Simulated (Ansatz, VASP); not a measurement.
## AlGa2N3 in VASP and in Ansatz

```
Al Ga N
1.0
     0.00000   -3.18464    0.00000
     6.36928    0.00000    0.00000
    -1.59232    1.59232    6.73581
Al Ga N
2 4 6
Direct
  0.50000 0.25000 0.00000
  0.50000 0.75000 0.00000
  0.83539 0.41770 0.67078
  0.83539 0.91770 0.67078
  0.16461 0.08230 0.32922
  0.16461 0.58230 0.32922
  0.42152 0.46076 0.84303
  0.42152 0.96076 0.84303
  0.07848 0.28924 0.15697
  0.07848 0.78924 0.15697
  0.75000 0.12500 0.50000
  0.75000 0.62500 0.50000
```

Alike in both runs: task single point; functional PBE; k mesh 4 × 2 × 4; occupations gaussian, width 0.1 eV; no spin polarisation.

|  | VASP | Ansatz |
| --- | --- | --- |
| version | VASP 6.6.1 | Ansatz 0.2.0 |
| potentials or method | VASP PAW PBE potentials, release 64 (Al, Ga_d, N), cutoff 520 eV | scalar-relativistic, plane waves, PAW |
| valence electrons in the cell | 88 | 88 |

```tsv
	VASP	Ansatz	Ansatz less VASP
gap on the k mesh at the Fermi level (eV)	2.24	2.24	-0.006
least direct gap on the mesh (eV)	2.24	2.24	-0.006
pressure (GPa)	0.0	0.0	+0.03
traceless stress, the component that is largest in VASP (GPa)	-0.37	-0.38	-0.007
rms of the force components (eV/Å)	0.013	0.006	-0.0072
```

Atom by atom the forces differ by 0.008 eV/Å (rms over components). The functional is the same, so the differences come from potentials, cutoffs and numerics.

The k mesh is coarse, so the values compare programs but aren't converged.
